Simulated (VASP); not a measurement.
# GaSb (k07) (F-43m) in VASP: further runs, part 2 of 3

VASP 6.6.1. The steps go on from the part before.

## (3) Single point, PBEsol

This run uses another cell than the first one, of 28.54 Å³/atom, 1.008 times its volume.

The input, INCAR:

```
SYSTEM = GaSb
PREC = Accurate ; ENCUT = 520
EDIFF = 1E-6 ; ISMEAR = 0
SIGMA = 0.1 ; LREAL = .False.
LASPH = .True. ; NELM = 60
ALGO = Normal ; ISIF = 2
LWAVE = .False. ; LCHARG = .False.
GGA = PS ; NBANDS = 16
```

The input, KPOINTS:

```
Automatic mesh
0
Gamma
  14 14 14
  0 0 0
```

The input, POSCAR:

```
GaSb
1.0
    0.0000000000      3.0558845809      3.0558845809
    3.0558845809      0.0000000000      3.0558845809
    3.0558845809      3.0558845809      0.0000000000
Ga Sb
1 1
Direct
    0.0000000000      0.0000000000      0.0000000000
    0.2500000000      0.2500000000      0.2500000000
```

Potentials or basis: VASP PAW PBE potentials, release 64 (Ga_d, Sb).

Started as:

```
> cat potpaw_PBE.64/Ga_d/POTCAR potpaw_PBE.64/Sb/POTCAR > POTCAR
> mpirun -np 1 vasp_std > vasp.out
```

OUTCAR:

```text
SYSTEM = GaSb
   PREC = Accurate
   ENCUT = 520
   EDIFF = 1E-6
   ISMEAR = 0
   LREAL = .False.
   LASPH = .True.
   NELM = 60
   ISIF = 2
   GGA = PS

 ion  position               nearest neighbor table
   1  0.000  0.000  0.000-   2 2.65   2 2.65   2 2.65   2 2.65
   2  0.250  0.250  0.250-   1 2.65   1 2.65   1 2.65   1 2.65

  LATTYP: Found a face centered cubic cell.
 ALAT       =     6.1117691618

  Lattice vectors:

 A1 = (   0.0000000000,   3.0558845809,   3.0558845809)
 A2 = (   3.0558845809,   0.0000000000,   3.0558845809)
 A3 = (   3.0558845809,   3.0558845809,   0.0000000000)

Analysis of symmetry for initial positions (statically):
=====================================================================
 Subroutine PRICEL returns:
 Original cell was already a primitive cell.

 Routine SETGRP: Setting up the symmetry group for a
 face centered cubic supercell.

 Subroutine GETGRP returns: Found 24 space group operations
 (whereof 24 operations were pure point group operations)
 out of a pool of 48 trial point group operations.

The static configuration has the point symmetry T_d .

Analysis of symmetry for dynamics (positions and initial velocities):
=====================================================================
 Subroutine PRICEL returns:
 Original cell was already a primitive cell.

 Routine SETGRP: Setting up the symmetry group for a
 face centered cubic supercell.

 Subroutine GETGRP returns: Found 24 space group operations
 (whereof 24 operations were pure point group operations)
 out of a pool of 48 trial point group operations.

The dynamic configuration has the point symmetry T_d .

 Subroutine INISYM returns: Found 24 space group operations
 (whereof 24 operations are pure point group operations),
 and found     1 'primitive' translations

----------------------------------------------------------------------------------------

                                     Primitive cell

  volume of cell :      57.0743

  direct lattice vectors                    reciprocal lattice vectors
     0.000000000  3.055884581  3.055884581    -0.163618745  0.163618745  0.163618745
     3.055884581  0.000000000  3.055884581     0.163618745 -0.163618745  0.163618745
     3.055884581  3.055884581  0.000000000     0.163618745  0.163618745 -0.163618745

  length of vectors
     4.321673419  4.321673419  4.321673419     0.283395979  0.283395979  0.283395979

  position of ions in fractional coordinates (direct lattice)
     0.000000000  0.000000000  0.000000000
     0.250000000  0.250000000  0.250000000

  ion indices of the primitive-cell ions
   primitive index   ion index
                 1           1
                 2           2

----------------------------------------------------------------------------------------

 KPOINTS: Automatic mesh

Automatic generation of k-mesh.
 Grid dimensions read from file:
 generate k-points for:   14   14   14

 Generating k-lattice:

  Cartesian coordinates                     Fractional coordinates (reciprocal lattice)
    -0.011687053  0.011687053  0.011687053     0.071428571  0.000000000  0.000000000
     0.011687053 -0.011687053  0.011687053     0.000000000  0.071428571  0.000000000
     0.011687053  0.011687053 -0.011687053     0.000000000  0.000000000  0.071428571

  Length of vectors
     0.020242570  0.020242570  0.020242570

  Shift w.r.t. Gamma in fractional coordinates (k-lattice)
     0.000000000  0.000000000  0.000000000

 Subroutine IBZKPT returns following result:
 ===========================================

 Found    104 irreducible k-points:

 Following reciprocal coordinates:
            Coordinates               Weight
  0.000000  0.000000  0.000000      1.000000
  0.071429  0.000000  0.000000      8.000000
  0.142857  0.000000  0.000000      8.000000
  0.214286  0.000000  0.000000      8.000000
  0.285714  0.000000  0.000000      8.000000
  0.357143  0.000000  0.000000      8.000000
[... 16 lines left out ...]
  0.214286  0.142857  0.000000     24.000000
  0.285714  0.142857  0.000000     24.000000
 [... further k-points ...]
   k-points           NKPTS =    104   k-points in BZ     NKDIM =    104   number of bands    NBANDS=     16
   number of dos      NEDOS =    301   number of ions     NIONS =      2
   total plane-waves  NPLWV =  32768
   dimension x,y,z NGX =    32 NGY =   32 NGZ =   32
   dimension x,y,z NGXF=    64 NGYF=   64 NGZF=   64
   ions per type =               1   1
   NGX,Y,Z   is equivalent  to a cutoff of  12.31, 12.31, 12.31 a.u.
   NGXF,Y,Z  is equivalent  to a cutoff of  24.62, 24.62, 24.62 a.u.
 SYSTEM =  GaSb
   PREC   = accura    normal or accurate (medium, high low for compatibility)
   ISTART =      0    job   : 0-new  1-cont  2-samecut
   ICHARG =      2    charge: 1-file 2-atom 10-const
   ISPIN  =      1    spin polarized calculation?
   LNONCOLLINEAR =      F non collinear calculations
   LSORBIT =      F    spin-orbit coupling
   LASPH  =      T    aspherical Exc in radial PAW
   ENCUT  =  520.0 eV  38.22 Ry    6.18 a.u.   8.04  8.04  8.04*2*pi/ulx,y,z
   NELM   =     60;   NELMIN=  2; NELMDL= -5     # of ELM steps
   EDIFF  = 0.1E-05   stopping-criterion for ELM
   LREAL  =      F    real-space projection
   EDIFFG = 0.1E-04   stopping-criterion for IOM
   NSW    =      0    number of steps for IOM
   IBRION =     -1    ionic relax: 0-MD 1-quasi-New 2-CG
   NFREE  =      0    steps in history (QN), initial steepest desc. (CG)
   ISIF   =      2    stress and relaxation
   ISYM   =      2    0-nonsym 1-usesym 2-fastsym
   POTIM  = 0.5000    time-step for ionic-motion
   TEBEG  =    0.0;   TEEND  =   0.0 temperature during run
   PSTRESS=    0.0 pullay stress
   NELECT =      18.0000    total number of electrons
   NUPDOWN=      -1.0000    fix difference up-down
   EMIN   =  10.00;   EMAX   =-10.00  energy-range for DOS
   EFERMI =   0.00;   METHOD = LEGACY
   ISMEAR =     0;   SIGMA  =   0.10  broadening in eV -4-tet -1-fermi 0-gaus
   EFERMI_NEDOS =   21; number of points for ismear=-14 and -15
   IALGO  =     38    algorithm
   IMIX   =      4    mixing-type and parameters
     AMIX     =   0.40;   BMIX     =  1.00
     AMIX_MAG =   1.60;   BMIX_MAG =  1.00
  volume/ion in A,a.u.               =      28.54       192.58
  Fermi-wavevector in a.u.,A,eV,Ry     =   1.114343  2.105802 16.895162  1.241759
  Thomas-Fermi vector in A             =   2.250937
   LORBIT       =      0    0 simple, 1 ext, 2 COOP (PROOUT), +10 PAW based schemes
   GGA     = PS    functional components
   LHFCALC =     F    Hartree Fock is set to
   AEXX    =    0.0000 exact exchange contribution
   IVDW    =     0    specifies the selected vdW correction
   LEPSILON=     F    determine dielectric tensor
   LRPA    =     F    only Hartree local field effects (RPA)
 non-spin polarized calculation
 Gauss-broadening in eV      SIGMA  =   0.10
  energy-cutoff  :      520.00
  volume of cell :       57.07
 maximum number of plane-waves:      1572
   NGX = 17   NGY = 17   NGZ = 17

 number of electron      17.9999985 magnetization

 Free energy of the ion-electron system (eV)
  ---------------------------------------------------
  ext. energy  EPLUGINS =         0.00000000
  ---------------------------------------------------
  free energy    TOTEN  =        -8.15558254 eV

  energy without entropy =       -8.15548856  energy(sigma->0) =       -8.15553555

 E-fermi :   4.8305     XC(G=0):  -9.2805

 val. band max:        4.7736451577   @ k =   0.0000   0.0000   0.0000
 cond. band min:       5.1146450179   @ k =   0.5000   0.0000   0.0000
 fundamental gap:      0.3409998601
 Fermi energy:         4.8304541539

 k-point     1 :       0.0000    0.0000    0.0000
  band No.  band energies     occupation
      1     -10.2409      2.00000
      2     -10.2409      2.00000
      3     -10.2409      2.00000
      4     -10.1901      2.00000
      5     -10.1901      2.00000
      6      -6.7641      2.00000
[... 8 lines left out ...]
     15      13.3677      0.00000
     16      13.3677      0.00000

 k-point     2 :       0.0714    0.0000    0.0000
  band No.  band energies     occupation
      1     -10.2424      2.00000
      2     -10.2403      2.00000
      3     -10.2403      2.00000
      4     -10.1902      2.00000
      5     -10.1902      2.00000
      6      -6.7111      2.00000
[... 8 lines left out ...]
     15      12.9109      0.00000
     16      12.9109      0.00000
[... 387 lines left out ...]
      5     -10.1890      2.00000
      6      -6.2954      2.00000
[... 8 lines left out ...]
     15      12.4782      0.00000
     16      13.5186      0.00000

 k-point    24 :       0.2857    0.1429    0.0000
  band No.  band energies     occupation
      1     -10.2609      2.00000
      2     -10.2321      2.00000
      3     -10.2313      2.00000
      4     -10.1934      2.00000
      5     -10.1888      2.00000
      6      -6.0171      2.00000
[... 8 lines left out ...]
     15      13.0115      0.00000
     16      13.5284      0.00000

 [... further k-points ...]
[... 5 lines left out ...]
  --------------------------------------------------------------------------------------
  -------------------------------------------------------------------------------------
  Total        0.0306696      0.0306696      0.0306696      0.0000000      0.0000000     -0.0000000
  in kB        0.8609495      0.8609495      0.8609495      0.0000000      0.0000000     -0.0000000
  external PRESSURE =       0.8609495 kB  Pullay stress =       0.0000000 kB

 VOLUME and BASIS-vectors are now :
 -----------------------------------------------------------------------------
  energy-cutoff  :      520.00
  volume of cell :       57.07
      direct lattice vectors                 reciprocal lattice vectors
     0.000000000  3.055884581  3.055884581    -0.163618745  0.163618745  0.163618745
     3.055884581  0.000000000  3.055884581     0.163618745 -0.163618745  0.163618745
     3.055884581  3.055884581  0.000000000     0.163618745  0.163618745 -0.163618745

 POSITION                                       TOTAL-FORCE (eV/Angst)
 -----------------------------------------------------------------------------------
      0.00000      0.00000      0.00000        -0.000000     -0.000000      0.000000
      1.52794      1.52794      1.52794         0.000000      0.000000     -0.000000
 -----------------------------------------------------------------------------------
    total drift:                                0.000000      0.000000      0.000000

  FREE ENERGIE OF THE ION-ELECTRON SYSTEM (eV)
  ---------------------------------------------------
  free  energy   TOTEN  =        -8.1555825391 eV

  energy  without entropy=       -8.1554885553  energy(sigma->0) =       -8.15553555
```

Run time: 32 s. Hardware: 1 thread of Intel Xeon 6975P-C (Granite Rapids), shared host; peak memory 0.24 GiB.

Results:

| Item | Value |
| --- | --- |
| Free energy | -8.1556 eV |
| Pressure | 0.1 GPa |

Caveat: the PAW data sets were made with another functional, which shifts forces and pressure a little; spin-orbit coupling is left out, which moves the levels of the heavy elements.

[end of part 2 of 3]
